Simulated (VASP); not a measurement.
# Al2O3 (R-3c) in VASP: further runs, part 2 of 2

VASP 6.6.1. The steps go on from the part before.

### Step 3. Single point, r2SCAN (strain +2.0%)

POSCAR

```
Al2O3
1.0
    2.4269486412      1.4011994514      4.4182258683
   -2.4269486412      1.4011994514      4.4182258683
    0.0000000000     -2.8023989026      4.4182258684
Al O
4 6
Direct
    0.8521009221      0.8521009221      0.8521009221
    0.3521009221      0.3521009221      0.3521009221
    0.1478990779      0.1478990779      0.1478990779
    0.6478990779      0.6478990779      0.6478990779
    0.4442678052      0.0557321948      0.7500000000
    0.0557321948      0.7500000000      0.4442678052
    0.5557321948      0.9442678052      0.2500000000
    0.2500000000      0.5557321948      0.9442678052
    0.9442678052      0.2500000000      0.5557321948
    0.7500000000      0.4442678052      0.0557321948
```

INCAR.step1

```
PREC = Accurate ; ENCUT = 520
ISMEAR = 0 ; SIGMA = 0.01
LREAL = False ; LASPH = True
NELM = 80 ; NBANDS = 35
GGA = PE ; ALGO = Normal
EDIFF = 1E-4 ; LWAVE = True
LCHARG = False
```

INCAR.step2

```
PREC = Accurate ; ENCUT = 520
EDIFF = 1E-6 ; ISMEAR = 0
SIGMA = 0.01 ; LREAL = False
LASPH = True ; NELM = 80
ALGO = Normal ; ISIF = 2
LWAVE = False ; LCHARG = False
METAGGA = R2SCAN ; LMIXTAU = True
NBANDS = 35 ; ISTART = 1
```

KPOINTS

```
regular mesh
0
Gamma
  6 6 6
```

Potentials or basis: VASP PAW PBE potentials, release 64 (Al, O).

Launch:

```sh
$ cat potpaw_PBE.64/Al/POTCAR potpaw_PBE.64/O/POTCAR > POTCAR
$ cp INCAR.step1 INCAR
$ mpirun -np 1 vasp_std > vasp.out
$ cp INCAR.step2 INCAR
$ mpirun -np 1 vasp_std > vasp.out
```

OUTCAR:

```text
PREC = Accurate
   ENCUT = 520
   EDIFF = 1E-6
   ISMEAR = 0
   LREAL = False
   LASPH = True
   NELM = 80
   ISIF = 2
   METAGGA = R2SCAN
   ISTART = 1

 ion  position               nearest neighbor table
   1  0.852  0.852  0.852-   8 1.89   9 1.89   7 1.89   5 2.01  10 2.01   6 2.01   4 2.71   3 2.85
                             3 2.85   3 2.85   4 3.28   4 3.28   4 3.28
   2  0.352  0.352  0.352-   6 1.89  10 1.89   5 1.89   7 2.01   9 2.01   8 2.01   3 2.71   4 2.85
                             4 2.85   4 2.85   3 3.28   3 3.28   3 3.28
   3  0.148  0.148  0.148-  10 1.89   6 1.89   5 1.89   7 2.01   8 2.01   9 2.01   2 2.71   1 2.85
[... 1141 lines left out ...]
  external PRESSURE =    -140.4804216 kB  Pullay stress =       0.0000000 kB

 VOLUME and BASIS-vectors are now :
 -----------------------------------------------------------------------------
  energy-cutoff  :      520.00
  volume of cell :       90.15
      direct lattice vectors                 reciprocal lattice vectors
     2.426948641  1.401199451  4.418225868     0.206020017  0.118945712  0.075445064
    -2.426948641  1.401199451  4.418225868    -0.206020017  0.118945712  0.075445064
     0.000000000 -2.802398903  4.418225868     0.000000000 -0.237891424  0.075445064

 POSITION                                       TOTAL-FORCE (eV/Angst)
 -----------------------------------------------------------------------------------
      0.00000      0.00000     11.29432         0.000000     -0.000000     -0.020530
      0.00000      0.00000      4.66698         0.000000     -0.000000     -0.020530
      0.00000      0.00000      1.96035         0.000000      0.000000      0.020530
      0.00000      0.00000      8.58769         0.000000      0.000000      0.020530
      0.94296     -1.40120      5.52278         0.013972     -0.000000      0.000000
     -1.68495     -0.11602      5.52278        -0.006986     -0.012100      0.000000
     -0.94296      1.40120      7.73190        -0.013972     -0.000000      0.000000
     -0.74200     -1.51722      7.73190         0.006986     -0.012100      0.000000
      1.68495      0.11602      7.73190         0.006986      0.012100     -0.000000
      0.74200      1.51722      5.52278        -0.006986      0.012100     -0.000000
 -----------------------------------------------------------------------------------
    total drift:                                0.000000      0.000000     -0.000000

  FREE ENERGIE OF THE ION-ELECTRON SYSTEM (eV)
  ---------------------------------------------------
  free  energy   TOTEN  =       -96.0300176810 eV

  energy  without entropy=      -96.0300176810  energy(sigma->0) =      -96.03001768
```

OUTCAR.step1:

```text
PREC = Accurate
   ENCUT = 520
   ISMEAR = 0
   LREAL = False
   LASPH = True
[... 1170 lines left out ...]
     -0.94296      1.40120      7.73190         0.017204     -0.000000     -0.000000
     -0.74200     -1.51722      7.73190        -0.008602      0.014899     -0.000000
      1.68495      0.11602      7.73190        -0.008602     -0.014899      0.000000
      0.74200      1.51722      5.52278         0.008602     -0.014899      0.000000
 -----------------------------------------------------------------------------------
    total drift:                                0.000000      0.000000     -0.000000

  FREE ENERGIE OF THE ION-ELECTRON SYSTEM (eV)
  ---------------------------------------------------
  free  energy   TOTEN  =       -74.7629850785 eV

  energy  without entropy=      -74.7629850785  energy(sigma->0) =      -74.76298508
```

OSZICAR.step1:

```text
N       E                     dE             d eps       ncg     rms          rms(c)
DAV:   1     0.224283271035E+03    0.22428E+03   -0.25175E+04  2240   0.130E+03
DAV:   2    -0.691016405496E+02   -0.29338E+03   -0.28164E+03  2891   0.279E+02
DAV:   3    -0.825602141396E+02   -0.13459E+02   -0.13403E+02  2882   0.613E+01
DAV:   4    -0.826689504110E+02   -0.10874E+00   -0.10866E+00  2744   0.633E+00
DAV:   5    -0.826703150150E+02   -0.13646E-02   -0.13643E-02  2879   0.709E-01    0.172E+01
DAV:   6    -0.746965323225E+02    0.79738E+01   -0.28770E+01  2716   0.283E+01    0.583E+00
DAV:   7    -0.747426513203E+02   -0.46119E-01   -0.77491E-01  2709   0.442E+00    0.325E+00
DAV:   8    -0.747584155600E+02   -0.15764E-01   -0.91615E-02  2685   0.232E+00    0.665E-01
DAV:   9    -0.747622720592E+02   -0.38565E-02   -0.19908E-02  2901   0.753E-01    0.310E-01
DAV:  10    -0.747630348267E+02   -0.76277E-03   -0.98787E-04  2512   0.184E-01    0.769E-02
DAV:  11    -0.747629850785E+02    0.49748E-04   -0.40944E-04  2781   0.114E-01
   1 F= -.74762985E+02 E0= -.74762985E+02  d E =-.831763E-42
```

Run time: 6.2 min. Hardware: 1 thread of Intel Xeon Platinum 8488C (Sapphire Rapids), shared host; peak memory 0.29 GiB.

What came out:

| Property | Result |
| --- | --- |
| Free energy | -96.0300 eV |
| Pressure | -14.0 GPa |
| Largest force | 0.021 eV/Å |
| Band gap on the k mesh | 6.40 eV |

Forces in eV/Å, atoms in the order of the input:
```
Al   0.000  0.000 -0.021
Al   0.000  0.000 -0.021
Al   0.000  0.000  0.021
Al   0.000  0.000  0.021
O    0.014  0.000  0.000
O   -0.007 -0.012  0.000
O   -0.014  0.000  0.000
O    0.007 -0.012  0.000
O    0.007  0.012  0.000
O   -0.007  0.012  0.000
```

Stress tensor (GPa, compression positive):
```
-14.26   0.00   0.00
  0.00 -14.26   0.00
  0.00   0.00 -13.63
```

Caveat: the cell differs from its parent crystal (strain +2.0%); the cell stands under tension; the PAW data sets were made with another functional, which shifts forces and pressure a little.

### Step 4. Single point, r2SCAN (strain +3.0%)

POSCAR

```
Al2O3
1.0
    2.4507422554      1.4149367009      4.4615418082
   -2.4507422554      1.4149367009      4.4615418082
    0.0000000000     -2.8298734017      4.4615418082
Al O
4 6
Direct
    0.8521397913      0.8521397913      0.8521397913
    0.3521397913      0.3521397913      0.3521397913
    0.1478602087      0.1478602087      0.1478602087
    0.6478602087      0.6478602087      0.6478602087
    0.4446174189      0.0553825811      0.7500000000
    0.0553825811      0.7500000000      0.4446174189
    0.5553825811      0.9446174189      0.2500000000
    0.2500000000      0.5553825811      0.9446174189
    0.9446174189      0.2500000000      0.5553825811
    0.7500000000      0.4446174189      0.0553825811
```

INCAR.step1

```
PREC = Accurate
ENCUT = 520
ISMEAR = 0
SIGMA = 0.01
LREAL = False
LASPH = True
NELM = 60
NBANDS = 35
GGA = PE
ALGO = Normal
EDIFF = 1E-4
LWAVE = True
LCHARG = False
```

INCAR.step2

```
PREC = Accurate
ENCUT = 520
EDIFF = 1E-7
ISMEAR = 0
SIGMA = 0.01
LREAL = False
LASPH = True
NELM = 60
ALGO = Normal
ISIF = 2
LWAVE = False
LCHARG = False
METAGGA = R2SCAN
LMIXTAU = True
NBANDS = 35
ISTART = 1
```

KPOINTS is that of step 3.

Potentials or basis: VASP PAW PBE potentials, release 64 (Al, O).

Launch:

```sh
$ cat potpaw_PBE.64/Al/POTCAR potpaw_PBE.64/O/POTCAR > POTCAR
$ cp INCAR.step1 INCAR
$ mpirun -np 1 vasp_std > vasp.out
$ cp INCAR.step2 INCAR
$ mpirun -np 1 vasp_std > vasp.out
```

OUTCAR:

```text
PREC = Accurate
   ENCUT = 520
   EDIFF = 1E-7
   ISMEAR = 0
   LREAL = False
   LASPH = True
   NELM = 60
   ISIF = 2
   METAGGA = R2SCAN
   ISTART = 1

 ion  position               nearest neighbor table
   1  0.852  0.852  0.852-   7 1.91   8 1.91   9 1.91   6 2.03   5 2.03  10 2.03   4 2.73   3 2.87
                             3 2.87   3 2.87   4 3.32   4 3.32   4 3.32
   2  0.352  0.352  0.352-   5 1.91   6 1.91  10 1.91   8 2.03   7 2.03   9 2.03   3 2.73   4 2.87
                             4 2.87   4 2.87   3 3.32   3 3.32   3 3.32
   3  0.148  0.148  0.148-   5 1.91  10 1.91   6 1.91   9 2.03   7 2.03   8 2.03   2 2.73   1 2.87
                             1 2.87   1 2.87   2 3.32   2 3.32   2 3.32
   4  0.648  0.648  0.648-   7 1.91   9 1.91   8 1.91  10 2.03   5 2.03   6 2.03   1 2.73   2 2.87
                             2 2.87   2 2.87   1 3.32   1 3.32   1 3.32
   5  0.445  0.055  0.750-   2 1.91   3 1.91   1 2.03   4 2.03
   6  0.055  0.750  0.445-   2 1.91   3 1.91   1 2.03   4 2.03
   7  0.555  0.945  0.250-   1 1.91   4 1.91   3 2.03   2 2.03
   8  0.250  0.555  0.945-   1 1.91   4 1.91   2 2.03   3 2.03
   9  0.945  0.250  0.555-   4 1.91   1 1.91   3 2.03   2 2.03
[... 1120 lines left out ...]
     34      18.6175      0.00000
     35      18.6868      0.00000

 [... further k-points ...]

------------------------ aborting loop because EDIFF is reached ----------------------------------------

  FORCE on cell =-STRESS in cart. coord.  units (eV):
  Direction    XX          YY          ZZ          XY          YZ          ZX
  --------------------------------------------------------------------------------------
  -------------------------------------------------------------------------------------
  Total      -11.5427378    -11.5427378    -10.9935715      0.0000000     -0.0000000     -0.0000000
  in kB     -199.2271599   -199.2271599   -189.7485740      0.0000000     -0.0000000     -0.0000000
  external PRESSURE =    -196.0676313 kB  Pullay stress =       0.0000000 kB

 VOLUME and BASIS-vectors are now :
 -----------------------------------------------------------------------------
  energy-cutoff  :      520.00
  volume of cell :       92.83
      direct lattice vectors                 reciprocal lattice vectors
     2.450742255  1.414936701  4.461541808     0.204019823  0.117790899  0.074712588
    -2.450742255  1.414936701  4.461541808    -0.204019823  0.117790899  0.074712588
     0.000000000 -2.829873402  4.461541808     0.000000000 -0.235581799  0.074712588

 POSITION                                       TOTAL-FORCE (eV/Angst)
 -----------------------------------------------------------------------------------
      0.00000      0.00000     11.40557         0.000000     -0.000000     -0.015922
      0.00000      0.00000      4.71326         0.000000     -0.000000     -0.015922
      0.00000      0.00000      1.97905         0.000000      0.000000      0.015922
      0.00000      0.00000      8.67137         0.000000      0.000000      0.015922
      0.95391     -1.41494      5.57693         0.010828      0.000000      0.000000
     -1.70233     -0.11865      5.57693        -0.005414     -0.009377     -0.000000
     -0.95391      1.41494      7.80770        -0.010828     -0.000000     -0.000000
     -0.74841     -1.53358      7.80770         0.005414     -0.009377     -0.000000
      1.70233      0.11865      7.80770         0.005414      0.009377     -0.000000
      0.74841      1.53358      5.57693        -0.005414      0.009377     -0.000000
 -----------------------------------------------------------------------------------
    total drift:                               -0.000000      0.000000      0.000000

  FREE ENERGIE OF THE ION-ELECTRON SYSTEM (eV)
  ---------------------------------------------------
  free  energy   TOTEN  =       -95.7514919866 eV

  energy  without entropy=      -95.7514919866  energy(sigma->0) =      -95.75149199
```

Run time: 7.9 min. Hardware: 1 thread of Intel Xeon Platinum 8488C (Sapphire Rapids), shared host; peak memory 0.29 GiB.

Results:

```
Free energy            : -95.7515 eV
Pressure               : -19.6 GPa
Largest force          : 0.016 eV/Å
Band gap on the k mesh : 6.05 eV
```

Forces in eV/Å, atoms in the order of the input:
```
Al   0.000  0.000 -0.016
Al   0.000  0.000 -0.016
Al   0.000  0.000  0.016
Al   0.000  0.000  0.016
O    0.011  0.000  0.000
O   -0.005 -0.009  0.000
O   -0.011  0.000  0.000
O    0.005 -0.009  0.000
O    0.005  0.009  0.000
O   -0.005  0.009  0.000
```

Levels at points of the mesh, in eV from the valence-band top:
| k point | band 22 | band 23 | band 24 | band 25 | band 26 | band 27 |
| --- | --- | --- | --- | --- | --- | --- |
| (0.00, 0.00, 0.00) | -0.01 | -0.01 | 0.00 | 6.05 | 9.40 | 10.80 |
| (0.50, 0.00, 0.00) | -0.79 | -0.22 | -0.22 | 9.42 | 9.42 | 9.82 |
| (0.50, 0.50, 0.00) | -0.80 | -0.65 | -0.20 | 9.65 | 9.94 | 10.11 |
| (0.50, 0.50, 0.50) | -0.32 | -0.32 | -0.32 | 8.65 | 8.65 | 11.40 |

Caveat: the cell differs from its parent crystal (strain +3.0%); the cell stands under tension; the PAW data sets were made with another functional, which shifts forces and pressure a little.

### Step 5. The runs side by side

| cell | gap on the mesh (eV) | pressure (GPa) | largest force (eV/Å) |
| --- | --- | --- | --- |
| a = 5.181 Å, angles 55.3°, 10 atoms, strain +1.0% | 6.77 | -7.7 | 0.02 |
| a = 5.232 Å, angles 55.3°, 10 atoms, strain +2.0% | 6.40 | -14.0 | 0.02 |
| a = 5.283 Å, angles 55.3°, 10 atoms, strain +3.0% | 6.05 | -19.6 | 0.02 |

Alike in all rows: task single point; level r2SCAN; potentials or basis VASP PAW PBE potentials, release 64 (Al, O); no spin polarisation; k mesh 6 × 6 × 6; cutoff (eV) 520; smearing gaussian 0.01 eV.

Caveats: the cell stands under tension; the PAW data sets were made with another functional, which shifts forces and pressure a little.

Absolute energies hang on the potentials; compare differences alone.
